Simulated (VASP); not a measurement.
# Ti2C (R-3m) in VASP: notebook, part 2 of 2

VASP 6.6.1.

**5. Single point, PBEsol**

This run uses another cell than the first one, of 12.84 Å³/atom.

File INCAR:

```
SYSTEM = Ti2C
PREC     = Accurate       ! precision mode
ENCUT    = 520            ! plane-wave cutoff, eV
EDIFF    = 1E-7           ! SCF threshold, eV
ISMEAR   = 0              ! smearing method
SIGMA    = 0.1            ! smearing width, eV
LREAL    = .FALSE.        ! projectors in reciprocal space
LASPH    = .TRUE.         ! aspherical terms in the spheres
NELM     = 60             ! most SCF steps
ALGO     = Normal         ! electronic algorithm
ISIF     = 2              ! what is computed and relaxed
LWAVE    = .FALSE.        ! write WAVECAR
LCHARG   = .TRUE.         ! write CHGCAR
GGA      = PS             ! functional
LELF     = .TRUE.         ! ELF
LVHAR    = .TRUE.       
NBANDS   = 52             ! bands
```

File KPOINTS:

```
Automatic mesh
0
G
  15 15 4
  0 0 0
```

File POSCAR:

```
Ti2C
1.0
    3.0527922430      0.0000000000      0.0000000000
   -1.5263961215      2.6437956350      0.0000000000
    0.0000000000      0.0000000000     14.3177181542
Ti C
6 3
Direct
    0.3333333333      0.6666666667      0.9124844636
    0.0000000000      0.0000000000      0.7541822031
    0.0000000000      0.0000000000      0.2458177969
    0.6666666667      0.3333333333      0.0875155364
    0.6666666667      0.3333333333      0.5791511303
    0.3333333333      0.6666666667      0.4208488697
    0.6666666667      0.3333333333      0.8333333333
    0.3333333333      0.6666666667      0.1666666667
    0.0000000000      0.0000000000      0.5000000000
```

Started as:

```console
$ cat potpaw_PBE.64/Ti_sv/POTCAR potpaw_PBE.64/C/POTCAR > POTCAR
$ mpirun -np 1 vasp_std > vasp.out
```

Run time: 9.4 min. Hardware: 1 thread of AMD EPYC 9R45 (Zen 5), shared host; peak memory 0.5 GiB.

The run converged. Its results:

* Free energy: -85.2858 eV
* Pressure: 0.1 GPa
* Largest force: 0.025 eV/Å
* Band gap on the k mesh: zero (bands 42 and 43 overlap by 0.85 eV)

Forces in eV/Å, atoms in the order of the input:
```
Ti   0.000  0.000  0.025
Ti   0.000  0.000 -0.025
Ti   0.000  0.000  0.025
Ti   0.000  0.000 -0.025
Ti   0.000  0.000  0.025
Ti   0.000  0.000 -0.025
C    0.000  0.000  0.000
C    0.000  0.000  0.000
C    0.000  0.000  0.000
```

Levels at points of the mesh, in eV from the Fermi level:
| k point | band 40 | band 41 | band 42 | band 43 | band 44 | band 45 |
| --- | --- | --- | --- | --- | --- | --- |
| (0.00, 0.00, 0.00) | 0.40 | 0.40 | 0.49 | 0.49 | 0.79 | 0.79 |
| (0.00, 0.00, 0.50) | 0.10 | 0.59 | 0.59 | 0.59 | 0.59 | 0.82 |

Caveat: the PAW data sets were made with another functional, which shifts forces and pressure a little.

**6. Single point, PBEsol (biaxial strain in the a-b plane: +3.0 %, then relaxed in part)**

File INCAR:

```
SYSTEM = Ti2C
ALGO     = Normal         ! electronic algorithm
EDIFF    = 1E-6           ! SCF threshold, eV
ENCUT    = 520            ! plane-wave cutoff, eV
GGA      = PS             ! functional
ISIF     = 2              ! what is computed and relaxed
ISMEAR   = 0              ! smearing method
LASPH    = .True.         ! aspherical terms in the spheres
LCHARG   = .True.         ! write CHGCAR
LELF     = .True.         ! ELF
LREAL    = .False.        ! projectors in reciprocal space
LVHAR    = .True.       
LWAVE    = .False.        ! write WAVECAR
NBANDS   = 52             ! bands
NELM     = 60             ! most SCF steps
PREC     = Accurate       ! precision mode
SIGMA    = 0.1            ! smearing width, eV
```

File KPOINTS:

```
k-points
0
Gamma
  12 12 4
  0 0 0
```

File POSCAR:

```
Ti2C
1.0
    3.1443914074      0.0000000000      0.0000000000
   -1.5721957037      2.7231228383      0.0000000000
    0.0000000000      0.0000000000     14.0669306408
Ti C
6 3
Direct
    0.3333333333      0.6666666667      0.9117436282
    0.0000000000      0.0000000000      0.7549230385
    0.0000000000      0.0000000000      0.2450769615
    0.6666666667      0.3333333333      0.0882563718
    0.6666666667      0.3333333333      0.5784102949
    0.3333333333      0.6666666667      0.4215897051
    0.6666666667      0.3333333333      0.8333333333
    0.3333333333      0.6666666667      0.1666666667
    0.0000000000      0.0000000000      0.5000000000
```

Potentials or basis: VASP PAW PBE potentials, release 64 (Ti_sv, C).

Started as:

```console
$ cat potpaw_PBE.64/Ti_sv/POTCAR potpaw_PBE.64/C/POTCAR > POTCAR
$ mpirun -np 1 vasp_std > vasp.out
```

Wall time 11 min (1 thread of Intel Xeon 8259CL, shared host); peak memory 0.44 GiB.

The run converged. Its results:

```yaml
Free_energy: -85.0668 eV
Pressure: -6.6 GPa
Largest_force: 0.024 eV/Å
Band_gap_on_the_k_mesh: zero (bands 42 and 43 overlap by 0.99 eV)
```

Forces in eV/Å, atoms in the order of the input:
```
Ti   0.000  0.000  0.024
Ti   0.000  0.000 -0.024
Ti   0.000  0.000  0.024
Ti   0.000  0.000 -0.024
Ti   0.000  0.000  0.024
Ti   0.000  0.000 -0.024
C    0.000  0.000  0.000
C    0.000  0.000  0.000
C    0.000  0.000  0.000
```

Stress tensor (GPa, compression positive):
```
-10.01   0.00   0.00
  0.00 -10.01   0.00
  0.00   0.00   0.11
```

Levels at points of the mesh, in eV from the Fermi level:
```tsv
k point	band 39	band 40	band 41	band 42	band 43	band 44	band 45	band 46
(0.00, 0.00, 0.00)	-0.97	0.31	0.31	0.68	0.68	0.68	0.68	0.72
(0.50, 0.00, 0.00)	-1.24	-0.91	-0.91	-0.91	0.32	0.32	0.96	1.90
(0.00, 0.00, 0.50)	-0.64	0.42	0.42	0.42	0.42	0.44	0.81	0.81
(0.50, 0.00, 0.50)	-1.13	-0.92	-0.90	-0.90	0.11	0.74	0.74	1.77
```

Caveat: the cell differs from its parent crystal (biaxial strain in the a-b plane: +3.0 %, then relaxed in part); the cell stands under tension; the PAW data sets were made with another functional, which shifts forces and pressure a little.

**7. Single point, PBEsol**

This run uses another cell than the first one: it holds 3 atoms, not 9.

File INCAR:

```
SYSTEM = Ti2C
  PREC = Accurate
  ENCUT = 520
  EDIFF = 1E-6
  ISMEAR = 0
  SIGMA = 0.15
  LREAL = .False.
  LASPH = .True.
  NELM = 60
  ALGO = Normal
  ISIF = 2
  LWAVE = .False.
  LCHARG = .True.
  GGA = PS
  LELF = .True.
  LVHAR = .True.
  NBANDS = 21
```

File KPOINTS:

```
regular mesh
0
Gamma
  18 18 18
  0 0 0
```

File POSCAR:

```
Ti2C
1.0
    1.5264035954      0.8812695267      4.7727429345
   -1.5264035954      0.8812695267      4.7727429345
    0.0000000000     -1.7625390533      4.7727429345
Ti C
2 1
Direct
    0.2458180109      0.2458180109      0.2458180109
    0.7541819891      0.7541819891      0.7541819891
    0.5000000000      0.5000000000      0.5000000000
```

Started as:

```console
$ cat potpaw_PBE.64/Ti_sv/POTCAR potpaw_PBE.64/C/POTCAR > POTCAR
$ mpirun -np 1 vasp_std > vasp.out
```

Wall time 15 min (1 thread of Intel Xeon Platinum 8259CL at 2.50GHz (Skylake/Cascade Lake), shared host); peak memory 0.57 GiB.

The run converged. Its results:

```yaml
Free_energy: -28.4351 eV
Pressure: 0.2 GPa
Largest_force: 0.026 eV/Å
Band_gap_on_the_k_mesh: zero (bands 14 and 15 overlap by 1.01 eV)
```

Forces in eV/Å, atoms in the order of the input:
```
Ti   0.000  0.000  0.026
Ti   0.000  0.000 -0.026
C    0.000  0.000  0.000
```

Levels at points of the mesh, in eV from the Fermi level:
| k point | band 10 | band 11 | band 12 | band 13 | band 14 | band 15 | band 16 | band 17 | band 18 | band 19 |
| --- | --- | --- | --- | --- | --- | --- | --- | --- | --- | --- |
| (0.00, 0.00, 0.00) | -4.94 | -2.58 | -2.58 | -1.99 | 0.50 | 0.50 | 1.01 | 2.00 | 2.00 | 3.11 |
| (0.50, 0.00, 0.00) | -4.74 | -3.05 | -2.46 | -1.32 | -0.98 | 0.15 | 1.89 | 2.76 | 2.97 | 3.23 |
| (0.50, 0.50, 0.00) | -5.12 | -2.89 | -2.64 | -1.72 | -0.88 | 0.93 | 2.58 | 2.97 | 3.17 | 3.51 |
| (0.50, 0.50, 0.50) | -5.73 | -2.42 | -2.42 | -0.87 | 0.11 | 0.88 | 0.88 | 1.83 | 1.83 | 2.14 |

Caveat: the PAW data sets were made with another functional, which shifts forces and pressure a little.

**8. The runs side by side**

```csv
cell,k mesh,smearing,gap on the mesh (eV),pressure (GPa),largest force (eV/Å)
"a = 2.992, b = 2.992, c = 14.490 Å, angles 90.0, 90.0, 120.0°, 9 atoms, atomic positions A",12 × 12 × 4,gaussian 0.1 eV,none,5.8,0.13
"a = 3.022, b = 3.022, c = 14.404 Å, angles 90.0, 90.0, 120.0°, 9 atoms, atomic positions A",12 × 12 × 4,gaussian 0.1 eV,none,3.1,0.12
"a = 3.053, b = 3.053, c = 14.318 Å, angles 90.0, 90.0, 120.0°, 9 atoms, atomic positions A",15 × 15 × 4,gaussian 0.1 eV,none,0.1,0.03
"a = 3.144, b = 3.144, c = 14.067 Å, angles 90.0, 90.0, 120.0°, 9 atoms, atomic positions B",12 × 12 × 4,gaussian 0.1 eV,none,-6.6,0.02
"a = 5.088 Å, angles 34.9°, 3 atoms, atomic positions C",18 × 18 × 18,gaussian 0.15 eV,none,0.2,0.03
```

Alike in all rows: task single point; level PBEsol; potentials or basis VASP PAW PBE potentials, release 64 (Ti_sv, C); no spin polarisation; cutoff (eV) 520.

Caveats: the PAW data sets were made with another functional, which shifts forces and pressure a little; the cell stands under pressure (at least some runs); the cell stands under tension (at least some runs).

Absolute energies hang on the potentials; compare differences alone.
